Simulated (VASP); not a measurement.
Input of a VASP 6.6.1 run:

File INCAR:

```
SYSTEM = Hf
ALGO     = Normal         ! electronic algorithm
DIPOL    = 0.5 0.5 0.294
EDIFF    = 1E-6           ! SCF threshold, eV
EDIFFG   = -0.005         ! ionic threshold
ENCUT    = 520            ! plane-wave cutoff, eV
GGA      = PE             ! functional
IBRION   = 2              ! ionic algorithm
IDIPOL   = 3            
ISIF     = 2              ! what is computed and relaxed
ISMEAR   = -1             ! smearing method
LASPH    = .TRUE.         ! aspherical terms in the spheres
LCHARG   = .FALSE.        ! write CHGCAR
LDIPOL   = .TRUE.       
LREAL    = .FALSE.        ! projectors in reciprocal space
LWAVE    = .FALSE.        ! write WAVECAR
NELM     = 80             ! most SCF steps
NSW      = 80             ! ionic steps
PREC     = Accurate       ! precision mode
SIGMA    = 0.05           ! smearing width, eV
```

Contents of KPOINTS:

```
k-points
0
G
  10 10 1
  0 0 0
```

POSCAR

```
Hf
1.0
    2.9335200000      0.0000000000      0.0000000000
   -1.4667600000      2.5405000000      0.0000000000
    0.0000000000      0.0000000000     23.8000000000
Hf
1
Direct
    0.0000000000      0.0000000000      0.2941200000
```

Potentials or basis: VASP PAW PBE potentials, release 64 (Hf_pv).

The run is started by

```bash
$ cat potpaw_PBE.64/Hf_pv/POTCAR > POTCAR
$ mpirun -np 1 vasp_std > vasp.out
```

(1) What does it give for the band gap on the k mesh?

## Answers

(1) zero (band 5 reaches -3.05 eV, above the bottom of band 6 at -3.54 eV).

Caveat: the relaxation stopped at its first step, so nothing moved; spin-orbit coupling is left out, which moves the levels of the heavy elements.
